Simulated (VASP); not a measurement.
# SiO2 (Pbcn) in VASP: single point with PBE

Aim: the single point of SiO2 with PBE.

Program: VASP 6.6.1. These are calculated values, not measurements. Logs are shortened: lines on timing, memory, paths and dates and some standing lists are left out, and cuts for length are marked.

## Step 1: The cell of the first run

Symmetry: Pbcn, No. 60, orthorhombic system. Conventional cell: a = 4.097 Å, b = 5.046 Å, c = 4.495 Å, α = 90.00°, β = 90.00°, γ = 90.00°. Si (site symmetry 2) has 6 O at 1.77 to 1.83 Å within 2.4 Å. Within 2.7 Å of O (site symmetry 1) lie 3 Si at 1.77 to 1.83 Å and 12 O at 2.35 to 2.68 Å.

## Step 2: Single point, PBE

INCAR reads:

```
SYSTEM = SiO2
ALGO = Normal
EDIFF = 1E-7
ENCUT = 520
GGA = PE
ISIF = 2
ISMEAR = -1
LASPH = .True.
LCHARG = .False.
LREAL = .False.
LWAVE = .False.
NBANDS = 44
NELM = 60
PREC = Accurate
SIGMA = 0.02
```

KPOINTS reads:

```
k-points
0
Gamma
  5 4 5
  0 0 0
```

POSCAR reads:

```
SiO2
1.0
    4.0970000000      0.0000000000      0.0000000000
    0.0000000000      5.0462000000      0.0000000000
    0.0000000000      0.0000000000      4.4946000000
Si O
4 8
Direct
    0.0000000000      0.1524074677      0.2500000000
    0.5000000000      0.3475925323      0.7500000000
    0.0000000000      0.8475925323      0.7500000000
    0.5000000000      0.6524074677      0.2500000000
    0.7315819987      0.6172121775      0.9199684404
    0.7684180013      0.8827878225      0.4199684404
    0.2315819987      0.8827878225      0.0800315596
    0.2684180013      0.6172121775      0.5800315596
    0.2684180013      0.3827878225      0.0800315596
    0.2315819987      0.1172121775      0.5800315596
    0.7684180013      0.1172121775      0.9199684404
    0.7315819987      0.3827878225      0.4199684404
```

Potentials or basis: VASP PAW PBE potentials, release 64 (Si, O).

Started as:

```console
> cat potpaw_PBE.64/Si/POTCAR potpaw_PBE.64/O/POTCAR > POTCAR
> mpirun -np 1 vasp_std > vasp.out
```

OUTCAR:

```text
SYSTEM = SiO2
   EDIFF = 1E-7
   ENCUT = 520
   GGA = PE
   ISIF = 2
   ISMEAR = -1
   LASPH = .True.
   LREAL = .False.
   NELM = 60
   PREC = Accurate

 ion  position               nearest neighbor table
   1  0.000  0.152  0.250-  10 1.77  11 1.77   9 1.77  12 1.77   6 1.83   7 1.83   3 2.72   3 2.72

   2  0.500  0.348  0.750-   9 1.77  12 1.77  11 1.77  10 1.77   5 1.83   8 1.83   4 2.72   4 2.72

   3  0.000  0.848  0.750-   6 1.77   7 1.77   5 1.77   8 1.77  10 1.83  11 1.83   1 2.72   1 2.72

   4  0.500  0.652  0.250-   5 1.77   8 1.77   7 1.77   6 1.77   9 1.83  12 1.83   2 2.72   2 2.72

   5  0.732  0.617  0.920-   4 1.77   3 1.77   2 1.83
   6  0.768  0.883  0.420-   3 1.77   4 1.77   1 1.83
   7  0.232  0.883  0.080-   3 1.77   4 1.77   1 1.83
   8  0.268  0.617  0.580-   4 1.77   3 1.77   2 1.83
   9  0.268  0.383  0.080-   2 1.77   1 1.77   4 1.83
  10  0.232  0.117  0.580-   1 1.77   2 1.77   3 1.83
  11  0.768  0.117  0.920-   1 1.77   2 1.77   3 1.83
  12  0.732  0.383  0.420-   2 1.77   1 1.77   4 1.83

  LATTYP: Found a simple orthorhombic cell.
 ALAT       =     4.0970000000
 B/A-ratio  =     1.0970466195
 C/A-ratio  =     1.2316817183

  Lattice vectors:

 A1 = (  -4.0970000000,   0.0000000000,   0.0000000000)
 A2 = (   0.0000000000,   0.0000000000,   4.4946000000)
 A3 = (   0.0000000000,   5.0462000000,   0.0000000000)

Analysis of symmetry for initial positions (statically):
=====================================================================
 Subroutine PRICEL returns:
 Original cell was already a primitive cell.

 Routine SETGRP: Setting up the symmetry group for a
 simple orthorhombic supercell.

 Subroutine GETGRP returns: Found  8 space group operations
 (whereof  2 operations were pure point group operations)
 out of a pool of  8 trial point group operations.

The static configuration has the point symmetry S_2 .
 The point group associated with its full space group is D_2h.

Analysis of symmetry for dynamics (positions and initial velocities):
=====================================================================
 Subroutine PRICEL returns:
 Original cell was already a primitive cell.

 Routine SETGRP: Setting up the symmetry group for a
 simple orthorhombic supercell.

 Subroutine GETGRP returns: Found  8 space group operations
 (whereof  2 operations were pure point group operations)
 out of a pool of  8 trial point group operations.

The dynamic configuration has the point symmetry S_2 .
 The point group associated with its full space group is D_2h.

 Subroutine INISYM returns: Found  8 space group operations
 (whereof  2 operations are pure point group operations),
 and found     1 'primitive' translations

----------------------------------------------------------------------------------------

                                     Primitive cell

  volume of cell :      92.9226

  direct lattice vectors                    reciprocal lattice vectors
     4.097000000  0.000000000  0.000000000     0.244081035  0.000000000  0.000000000
     0.000000000  5.046200000  0.000000000     0.000000000  0.198168919  0.000000000
     0.000000000  0.000000000  4.494600000     0.000000000  0.000000000  0.222489209

  length of vectors
     4.097000000  5.046200000  4.494600000     0.244081035  0.198168919  0.222489209

  position of ions in fractional coordinates (direct lattice)
     0.000000000  0.152407468  0.250000000
     0.500000000  0.347592532  0.750000000
     0.000000000  0.847592532  0.750000000
     0.500000000  0.652407468  0.250000000
     0.731581999  0.617212178  0.919968440
     0.768418001  0.882787822  0.419968440
     0.231581999  0.882787822  0.080031560
     0.268418001  0.617212178  0.580031560
     0.268418001  0.382787822  0.080031560
     0.231581999  0.117212178  0.580031560
     0.768418001  0.117212178  0.919968440
     0.731581999  0.382787822  0.419968440

  ion indices of the primitive-cell ions
   primitive index   ion index
                 1           1
                 2           2
                 3           3
                 4           4
                 5           5
                 6           6
                 7           7
                 8           8
                 9           9
                10          10
                11          11
                12          12

----------------------------------------------------------------------------------------

 KPOINTS: k-points

Automatic generation of k-mesh.
 Grid dimensions read from file:
 generate k-points for:    5    4    5

 Generating k-lattice:

  Cartesian coordinates                     Fractional coordinates (reciprocal lattice)
     0.048816207  0.000000000  0.000000000     0.200000000  0.000000000  0.000000000
     0.000000000  0.049542230  0.000000000     0.000000000  0.250000000  0.000000000
     0.000000000  0.000000000  0.044497842     0.000000000  0.000000000  0.200000000

  Length of vectors
     0.048816207  0.049542230  0.044497842

  Shift w.r.t. Gamma in fractional coordinates (k-lattice)
     0.000000000  0.000000000  0.000000000

 Subroutine IBZKPT returns following result:
 ===========================================

 Found     27 irreducible k-points:

 Following reciprocal coordinates:
            Coordinates               Weight
  0.000000  0.000000  0.000000      1.000000
  0.200000  0.000000  0.000000      2.000000
  0.400000  0.000000  0.000000      2.000000
  0.000000  0.250000  0.000000      2.000000
  0.200000  0.250000  0.000000      4.000000
  0.400000  0.250000  0.000000      4.000000
[... 16 lines left out ...]
  0.200000  0.250000  0.400000      8.000000
  0.400000  0.250000  0.400000      8.000000
 [... further k-points ...]
   k-points           NKPTS =     27   k-points in BZ     NKDIM =     27   number of bands    NBANDS=     44
   number of dos      NEDOS =    301   number of ions     NIONS =     12
   total plane-waves  NPLWV =  43200
   dimension x,y,z NGX =    30 NGY =   40 NGZ =   36
   dimension x,y,z NGXF=    60 NGYF=   80 NGZF=   72
   ions per type =               4   8
   NGX,Y,Z   is equivalent  to a cutoff of  12.17, 13.18, 13.32 a.u.
   NGXF,Y,Z  is equivalent  to a cutoff of  24.35, 26.36, 26.63 a.u.
 SYSTEM =  SiO2
   PREC   = accura    normal or accurate (medium, high low for compatibility)
   ISTART =      0    job   : 0-new  1-cont  2-samecut
   ICHARG =      2    charge: 1-file 2-atom 10-const
   ISPIN  =      1    spin polarized calculation?
   LNONCOLLINEAR =      F non collinear calculations
   LSORBIT =      F    spin-orbit coupling
   LASPH  =      T    aspherical Exc in radial PAW
   ENCUT  =  520.0 eV  38.22 Ry    6.18 a.u.   7.62  9.38  8.36*2*pi/ulx,y,z
   NELM   =     60;   NELMIN=  2; NELMDL= -5     # of ELM steps
   EDIFF  = 0.1E-06   stopping-criterion for ELM
   LREAL  =      F    real-space projection
   EDIFFG = 0.1E-05   stopping-criterion for IOM
   NSW    =      0    number of steps for IOM
   IBRION =     -1    ionic relax: 0-MD 1-quasi-New 2-CG
   NFREE  =      0    steps in history (QN), initial steepest desc. (CG)
   ISIF   =      2    stress and relaxation
   ISYM   =      2    0-nonsym 1-usesym 2-fastsym
   POTIM  = 0.5000    time-step for ionic-motion
   TEBEG  =    0.0;   TEEND  =   0.0 temperature during run
   PSTRESS=    0.0 pullay stress
   NELECT =      64.0000    total number of electrons
   NUPDOWN=      -1.0000    fix difference up-down
   EMIN   =  10.00;   EMAX   =-10.00  energy-range for DOS
   EFERMI =   0.00;   METHOD = LEGACY
   ISMEAR =    -1;   SIGMA  =   0.02  broadening in eV -4-tet -1-fermi 0-gaus
   EFERMI_NEDOS =   21; number of points for ismear=-14 and -15
   IALGO  =     38    algorithm
   IMIX   =      4    mixing-type and parameters
     AMIX     =   0.40;   BMIX     =  1.00
     AMIX_MAG =   1.60;   BMIX_MAG =  1.00
  volume/ion in A,a.u.               =       7.74        52.26
  Fermi-wavevector in a.u.,A,eV,Ry     =   1.445754  2.732078 28.438951  2.090204
  Thomas-Fermi vector in A             =   2.563900
   LORBIT       =      0    0 simple, 1 ext, 2 COOP (PROOUT), +10 PAW based schemes
   GGA     = PE    functional components
   LHFCALC =     F    Hartree Fock is set to
   AEXX    =    0.0000 exact exchange contribution
   IVDW    =     0    specifies the selected vdW correction
   LEPSILON=     F    determine dielectric tensor
   LRPA    =     F    only Hartree local field effects (RPA)
 non-spin polarized calculation
  energy-cutoff  :      520.00
  volume of cell :       92.92
 maximum number of plane-waves:      2521
   NGX = 15   NGY = 19   NGZ = 17

 number of electron      63.9999984 magnetization

 Free energy of the ion-electron system (eV)
  ---------------------------------------------------
  ext. energy  EPLUGINS =         0.00000000
  ---------------------------------------------------
  free energy    TOTEN  =       -91.90146242 eV

  energy without entropy =      -91.90146242  energy(sigma->0) =      -91.90146242

 E-fermi :   8.3157     XC(G=0): -12.3277

 val. band max:        7.8684703170   @ k =   0.0000   0.0000   0.0000
 cond. band min:      13.4606200133   @ k =   0.0000   0.0000   0.0000
 fundamental gap:      5.5921496962
 Fermi energy:         8.3157345689

 k-point     1 :       0.0000    0.0000    0.0000
  band No.  band energies     occupation
      1     -14.1290      2.00000
      2     -11.3791      2.00000
      3     -11.1305      2.00000
      4     -10.8421      2.00000
      5     -10.5902      2.00000
      6      -9.8825      2.00000
[... 36 lines left out ...]
     43      20.4715      0.00000
     44      20.5189      0.00000
[... 1040 lines left out ...]
      4     -11.2022      2.00000
      5     -10.7030      2.00000
      6     -10.3624      2.00000
[... 36 lines left out ...]
     43      20.1655      0.00000
     44      20.4159      0.00000

 [... further k-points ...]

------------------------ aborting loop because EDIFF is reached ----------------------------------------

  FORCE on cell =-STRESS in cart. coord.  units (eV):
  Direction    XX          YY          ZZ          XY          YZ          ZX
  --------------------------------------------------------------------------------------
  -------------------------------------------------------------------------------------
  Total        2.6419924      3.4372281      3.8680736      0.0000000      0.0000000     -0.0000000
  in kB       45.5533870     59.2648869     66.6935512      0.0000000      0.0000000     -0.0000000
  external PRESSURE =      57.1706084 kB  Pullay stress =       0.0000000 kB

 VOLUME and BASIS-vectors are now :
 -----------------------------------------------------------------------------
  energy-cutoff  :      520.00
  volume of cell :       92.92
      direct lattice vectors                 reciprocal lattice vectors
     4.097000000  0.000000000  0.000000000     0.244081035  0.000000000  0.000000000
     0.000000000  5.046200000  0.000000000     0.000000000  0.198168919  0.000000000
     0.000000000  0.000000000  4.494600000     0.000000000  0.000000000  0.222489209

 POSITION                                       TOTAL-FORCE (eV/Angst)
 -----------------------------------------------------------------------------------
      0.00000      0.76908      1.12365        -0.000000      0.028254      0.000000
      2.04850      1.75402      3.37095        -0.000000     -0.028254      0.000000
      0.00000      4.27712      3.37095        -0.000000     -0.028254      0.000000
      2.04850      3.29218      1.12365        -0.000000      0.028254      0.000000
      2.99729      3.11458      4.13489         0.002576      0.005242     -0.008696
      3.14821      4.45472      1.88759        -0.002576     -0.005242     -0.008696
      0.94879      4.45472      0.35971         0.002576     -0.005242      0.008696
      1.09971      3.11458      2.60701        -0.002576      0.005242      0.008696
      1.09971      1.93162      0.35971        -0.002576     -0.005242      0.008696
      0.94879      0.59148      2.60701         0.002576      0.005242      0.008696
      3.14821      0.59148      4.13489        -0.002576      0.005242     -0.008696
      2.99729      1.93162      1.88759         0.002576     -0.005242     -0.008696
 -----------------------------------------------------------------------------------
    total drift:                                0.000000     -0.000000      0.000000

  FREE ENERGIE OF THE ION-ELECTRON SYSTEM (eV)
  ---------------------------------------------------
  free  energy   TOTEN  =       -91.9014624167 eV

  energy  without entropy=      -91.9014624167  energy(sigma->0) =      -91.90146242
```

It took 2.6 min on 1 thread of Intel Xeon 8259CL, shared host; peak memory 0.23 GiB.

Results:

```yaml
Free_energy: -91.9015 eV
Pressure: 5.7 GPa
Largest_force: 0.028 eV/Å
Band_gap_on_the_k_mesh: 5.59 eV
```

Forces in eV/Å, atoms in the order of the input:
```
Si   0.000  0.028  0.000
Si   0.000 -0.028  0.000
Si   0.000 -0.028  0.000
Si   0.000  0.028  0.000
O    0.003  0.005 -0.009
O   -0.003 -0.005 -0.009
O    0.003 -0.005  0.009
O   -0.003  0.005  0.009
O   -0.003 -0.005  0.009
O    0.003  0.005  0.009
O   -0.003  0.005 -0.009
O    0.003 -0.005 -0.009
```

Caveat: the cell stands under pressure.
